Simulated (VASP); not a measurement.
# C (C2/m) in VASP: relaxation of cell and atoms with PBE

Aim: the relaxation of cell and atoms of C with PBE.

Program: VASP 6.6.1. These are calculated values, not measurements. Logs are shortened: lines on timing, memory, paths and dates and some standing lists are left out, and cuts for length are marked.

## (1) The cell of the first run

Symmetry: C2/m, No. 12, monoclinic system. Conventional cell: a = 3.389 Å, b = 5.732 Å, c = 1.286 Å, α = 90.00°, β = 99.56°, γ = 90.00°. C (site symmetry 2/m) has 2 C at 1.29 Å within 1.7 Å.

The cell was generated, and may not be a known phase.

## (2) Relaxation of cell and atoms, PBE

INCAR

```
SYSTEM = C
ALGO = Normal
EDIFF = 1E-7
EDIFFG = -0.01
ENCUT = 910
GGA = PE
GGA_COMPAT = .False.
IBRION = 2
ISIF = 3
ISMEAR = 0
LASPH = .True.
LCHARG = .False.
LREAL = .False.
LWAVE = .False.
NELM = 120
NELMIN = 4
NSW = 100
PREC = Accurate
SIGMA = 0.1
```

KPOINTS

```
k-points
0
Gamma
  20 20 42
  0 0 0
```

POSCAR

```
C
1.0
    1.6943045302     -2.8661756798      0.0000000000
    1.6943045302      2.8661756798      0.0000000000
   -0.2136343167      0.0000000000      1.2685204008
C
1
Direct
    0.5000000000      0.5000000000      0.5000000000
```

Potentials or basis: VASP PAW PBE potentials, release 64 (C_h).

Command:

```
$ cat potpaw_PBE.64/C_h/POTCAR > POTCAR
$ mpirun -np 1 vasp_std > vasp.out
```

OUTCAR:

```text
SYSTEM = C
   EDIFF = 1E-7
   EDIFFG = -0.01
   ENCUT = 910
   GGA = PE
   IBRION = 2
   ISIF = 3
   ISMEAR = 0
   LASPH = .True.
   LREAL = .False.
   NELM = 120
   NELMIN = 4
   NSW = 100
   PREC = Accurate

 ion  position               nearest neighbor table
   1  0.500  0.500  0.500-

  LATTYP: Found a base centered monoclinic cell.
 ALAT       =     3.3886090604
 B/A-ratio  =     1.6916531997
 C/A-ratio  =     0.3796200483
 COS(beta)  =    -0.1660735266

  Lattice vectors:

 A1 = (   1.6943045302,  -2.8661756798,   0.0000000000)
 A2 = (   1.6943045302,   2.8661756798,   0.0000000000)
 A3 = (  -0.2136343167,   0.0000000000,   1.2685204008)

Analysis of symmetry for initial positions (statically):
=====================================================================
 Subroutine PRICEL returns:
 Original cell was already a primitive cell.

 Routine SETGRP: Setting up the symmetry group for a
 base centered monoclinic supercell.

 Subroutine GETGRP returns: Found  4 space group operations
 (whereof  4 operations were pure point group operations)
 out of a pool of  4 trial point group operations.

The static configuration has the point symmetry C_2h.

Analysis of symmetry for dynamics (positions and initial velocities):
=====================================================================
 Subroutine PRICEL returns:
 Original cell was already a primitive cell.

 Routine SETGRP: Setting up the symmetry group for a
 base centered monoclinic supercell.

 Subroutine GETGRP returns: Found  4 space group operations
 (whereof  4 operations were pure point group operations)
 out of a pool of  4 trial point group operations.

The dynamic configuration has the point symmetry C_2h.

 Subroutine INISYM returns: Found  4 space group operations
 (whereof  4 operations are pure point group operations),
 and found     1 'primitive' translations

----------------------------------------------------------------------------------------

                                     Primitive cell

  volume of cell :      12.3203

  direct lattice vectors                    reciprocal lattice vectors
     1.694304530 -2.866175680  0.000000000     0.295106335 -0.174448483  0.049699508
     1.694304530  2.866175680  0.000000000     0.295106335  0.174448483  0.049699508
    -0.213634317  0.000000000  1.268520401     0.000000000  0.000000000  0.788319998

  length of vectors
     3.329509103  3.329509103  1.286383935     0.346395819  0.346395819  0.788319998

  position of ions in fractional coordinates (direct lattice)
     0.500000000  0.500000000  0.500000000

  ion indices of the primitive-cell ions
   primitive index   ion index
                 1           1

----------------------------------------------------------------------------------------

 KPOINTS: k-points

Automatic generation of k-mesh.
 Grid dimensions read from file:
 generate k-points for:   20   20   42

 Generating k-lattice:

  Cartesian coordinates                     Fractional coordinates (reciprocal lattice)
     0.014755317 -0.008722424  0.002484975     0.050000000 -0.000000000  0.000000000
     0.014755317  0.008722424  0.002484975    -0.000000000  0.050000000  0.000000000
     0.000000000  0.000000000  0.018769524     0.000000000  0.000000000  0.023809524

  Length of vectors
     0.017319791  0.017319791  0.018769524

  Shift w.r.t. Gamma in fractional coordinates (k-lattice)
     0.000000000  0.000000000  0.000000000

 Subroutine IBZKPT returns following result:
 ===========================================

 Found   4422 irreducible k-points:

 Following reciprocal coordinates:
            Coordinates               Weight
  0.000000  0.000000  0.000000      1.000000
  0.050000  0.000000 -0.000000      4.000000
  0.100000  0.000000 -0.000000      4.000000
  0.150000  0.000000  0.000000      4.000000
  0.200000  0.000000 -0.000000      4.000000
  0.250000  0.000000  0.000000      4.000000
[... 16 lines left out ...]
 -0.400000  0.050000  0.000000      4.000000
 -0.350000  0.050000  0.000000      4.000000
 [... further k-points ...]
   k-points           NKPTS =   4422   k-points in BZ     NKDIM =   4422   number of bands    NBANDS=      6
   number of dos      NEDOS =    301   number of ions     NIONS =      1
   total plane-waves  NPLWV =  18144
   dimension x,y,z NGX =    36 NGY =   36 NGZ =   14
   dimension x,y,z NGXF=    72 NGYF=   72 NGZF=   28
   ions per type =               1
   NGX,Y,Z   is equivalent  to a cutoff of  17.98, 17.98, 18.09 a.u.
   NGXF,Y,Z  is equivalent  to a cutoff of  35.95, 35.95, 36.19 a.u.
 SYSTEM =  C
   PREC   = accura    normal or accurate (medium, high low for compatibility)
   ISTART =      0    job   : 0-new  1-cont  2-samecut
   ICHARG =      2    charge: 1-file 2-atom 10-const
   ISPIN  =      1    spin polarized calculation?
   LNONCOLLINEAR =      F non collinear calculations
   LSORBIT =      F    spin-orbit coupling
   LASPH  =      T    aspherical Exc in radial PAW
   ENCUT  =  910.0 eV  66.88 Ry    8.18 a.u.   8.19  8.19  3.16*2*pi/ulx,y,z
   NELM   =    120;   NELMIN=  4; NELMDL= -5     # of ELM steps
   EDIFF  = 0.1E-06   stopping-criterion for ELM
   LREAL  =      F    real-space projection
   EDIFFG = -.1E-01   stopping-criterion for IOM
   NSW    =    100    number of steps for IOM
   IBRION =      2    ionic relax: 0-MD 1-quasi-New 2-CG
   NFREE  =      1    steps in history (QN), initial steepest desc. (CG)
   ISIF   =      3    stress and relaxation
   ISYM   =      2    0-nonsym 1-usesym 2-fastsym
   POTIM  = 0.5000    time-step for ionic-motion
   TEBEG  =    0.0;   TEEND  =   0.0 temperature during run
   PSTRESS=    0.0 pullay stress
   NELECT =       4.0000    total number of electrons
   NUPDOWN=      -1.0000    fix difference up-down
   EMIN   =  10.00;   EMAX   =-10.00  energy-range for DOS
   EFERMI =   0.00;   METHOD = LEGACY
   ISMEAR =     0;   SIGMA  =   0.10  broadening in eV -4-tet -1-fermi 0-gaus
   EFERMI_NEDOS =   21; number of points for ismear=-14 and -15
   IALGO  =     38    algorithm
   IMIX   =      4    mixing-type and parameters
     AMIX     =   0.40;   BMIX     =  1.00
     AMIX_MAG =   1.60;   BMIX_MAG =  1.00
  volume/ion in A,a.u.               =      12.32        83.14
  Fermi-wavevector in a.u.,A,eV,Ry     =   1.125177  2.126277 17.225298  1.266024
  Thomas-Fermi vector in A             =   2.261853
   LORBIT       =      0    0 simple, 1 ext, 2 COOP (PROOUT), +10 PAW based schemes
   GGA     = PE    functional components
   LHFCALC =     F    Hartree Fock is set to
   AEXX    =    0.0000 exact exchange contribution
   IVDW    =     0    specifies the selected vdW correction
   LEPSILON=     F    determine dielectric tensor
   LRPA    =     F    only Hartree local field effects (RPA)
 conjugate gradient relaxation of ions
 non-spin polarized calculation
 Gauss-broadening in eV      SIGMA  =   0.10
  energy-cutoff  :      910.00
  volume of cell :       12.32
 maximum number of plane-waves:       785
 NGX is ok and might be reduce to    36
   NGX = 17   NGY = 17   NGZ =  7

--------------------------------------- Ionic step        1  -------------------------------------------

 number of electron       4.0000000 magnetization

 Free energy of the ion-electron system (eV)
  ---------------------------------------------------
  ext. energy  EPLUGINS =         0.00000000
  ---------------------------------------------------
  free energy    TOTEN  =        -8.22352747 eV

  energy without entropy =       -8.22265673  energy(sigma->0) =       -8.22309210

------------------------ aborting loop because EDIFF is reached ----------------------------------------

  FORCE on cell =-STRESS in cart. coord.  units (eV):
  Direction    XX          YY          ZZ          XY          YZ          ZX
  --------------------------------------------------------------------------------------
  -------------------------------------------------------------------------------------
  Total        0.2401747      0.2715171     -0.4657927      0.0000000      0.0000000      0.1221035
  in kB       31.2331761     35.3090496    -60.5733347      0.0000000      0.0000000     15.8787775
  external PRESSURE =       1.9896303 kB  Pullay stress =       0.0000000 kB
[... 86 lines left out ...]
  FREE ENERGIE OF THE ION-ELECTRON SYSTEM (eV)
  ---------------------------------------------------
  free  energy   TOTEN  =        -8.2258706770 eV

  energy  without entropy=       -8.2249524358  energy(sigma->0) =       -8.22541156

[... ionic steps 4 to 12 ...]

--------------------------------------- Ionic step       13  -------------------------------------------

 number of electron       4.0000000 magnetization

------------------------ aborting loop because EDIFF is reached ----------------------------------------

  FORCE on cell =-STRESS in cart. coord.  units (eV):
  Direction    XX          YY          ZZ          XY          YZ          ZX
  --------------------------------------------------------------------------------------
  -------------------------------------------------------------------------------------
  Total        0.0121927      0.0119965     -0.0056207      0.0000000      0.0000000      0.0031552
  in kB        1.3162228      1.2950429     -0.6067565      0.0000000      0.0000000      0.3406054
  external PRESSURE =       0.6681697 kB  Pullay stress =       0.0000000 kB
[... 55 lines left out ...]
  energy  without entropy=       -8.2452896703  energy(sigma->0) =       -8.24620655

--------------------------------------- Ionic step       15  -------------------------------------------

 number of electron       4.0000000 magnetization

 Free energy of the ion-electron system (eV)
  ---------------------------------------------------
  ext. energy  EPLUGINS =         0.00000000
  ---------------------------------------------------
  free energy    TOTEN  =        -8.24714013 eV

  energy without entropy =       -8.24531008  energy(sigma->0) =       -8.24622511

 E-fermi :   0.6655     XC(G=0):  -7.9653

 val. band max:        0.6643297971   @ k =  -0.0500  -0.1500   0.2381
 cond. band min:       0.6657992435   @ k =  -0.2500   0.2000   0.2381
 fundamental gap:      0.0014694465
 Fermi energy:         0.6654885756

 k-point     1 :       0.0000    0.0000    0.0000
  band No.  band energies     occupation
      1     -15.7894      2.00000
      2      -3.9888      2.00000
      3      -3.9771      2.00000
      4       5.3572      0.00000
      5      12.5901      0.00000
      6      12.6923      0.00000

 k-point     2 :       0.0500    0.0000   -0.0000
  band No.  band energies     occupation
      1     -15.7830      2.00000
      2      -4.0258      2.00000
      3      -3.9869      2.00000
      4       5.4322      0.00000
      5      12.3557      0.00000
      6      12.7375      0.00000
[... 190 lines left out ...]
 k-point    24 :      -0.3500    0.0500    0.0000
  band No.  band energies     occupation
      1     -15.5877      2.00000
      2      -5.0254      2.00000
      3      -4.2101      2.00000
      4       7.4981      0.00000
      5       9.9116      0.00000
      6      15.3197      0.00000

 [... further k-points ...]
[... 5 lines left out ...]
  --------------------------------------------------------------------------------------
  -------------------------------------------------------------------------------------
  Total        0.0093283      0.0089837     -0.0051774      0.0000000      0.0000000      0.0025787
  in kB        1.0050217      0.9678863     -0.5578064      0.0000000      0.0000000      0.2778259
  external PRESSURE =       0.4717005 kB  Pullay stress =       0.0000000 kB
[... 16 lines left out ...]
  FREE ENERGIE OF THE ION-ELECTRON SYSTEM (eV)
  ---------------------------------------------------
  free  energy   TOTEN  =        -8.2471401347 eV

  energy  without entropy=       -8.2453100840  energy(sigma->0) =       -8.24622511

 reached required accuracy - stopping structural energy minimisation
```

Wall time 38 min (1 thread of Intel Xeon Platinum 8488C (Sapphire Rapids), shared host); peak memory 0.77 GiB.

What came out:

```yaml
Free_energy: -8.2471 eV
Relaxed_volume: 14.87 Å³/atom
Relaxed_cell: a = 3.666 Å, b = 3.666 Å, c = 1.281 Å, α = 94.39°, β = 94.39°, γ = 119.12°
Space_group_after_relaxing_to_0.1_Å: C2/m (No. 12)
Energy_gained_by_relaxing: 23.6 meV/atom
Ionic_steps: 15
Pressure_after_relaxing: 0.0 GPa
Band_gap_on_the_k_mesh: zero (bands 2 and 3 overlap by 14.72 eV)
```

Step by step:
```tsv
step	energy change (eV)	largest force (eV/Å)	pressure (GPa)	volume (Å³)
1	0.0000	0.0000	0.20	12.32
2	0.0187	0.0000	13.06	12.34
3	-0.0023	0.0000	3.25	12.33
4	-0.0092	0.0000	2.23	12.72
5	-0.0206	0.0000	-0.26	13.94
6	-0.0146	0.0000	-4.04	16.56
7	-0.0225	0.0000	-1.48	14.71
8	-0.0216	0.0000	2.55	14.99
9	-0.0236	0.0000	0.25	14.83
10	-0.0236	0.0000	0.27	14.83
11	-0.0236	0.0000	-0.19	14.85
12	-0.0236	0.0000	0.07	14.84
13	-0.0236	0.0000	0.07	14.84
14	-0.0236	0.0000	0.06	14.85
15	-0.0236	0.0000	0.05	14.87
```

Final structure:
```yaml
crystal:
  lattice:
    - [1.85710, -3.16073, 0.02843]
    - [1.85710, 3.16073, 0.02843]
    - [-0.21287, 0.00000, 1.26348]
  atoms:
    - { symbol: C, position: [0.50000, 0.50000, 0.50000] }
```

Caveat: the volume moved by over 15 % at a fixed basis, so the end points are rough.
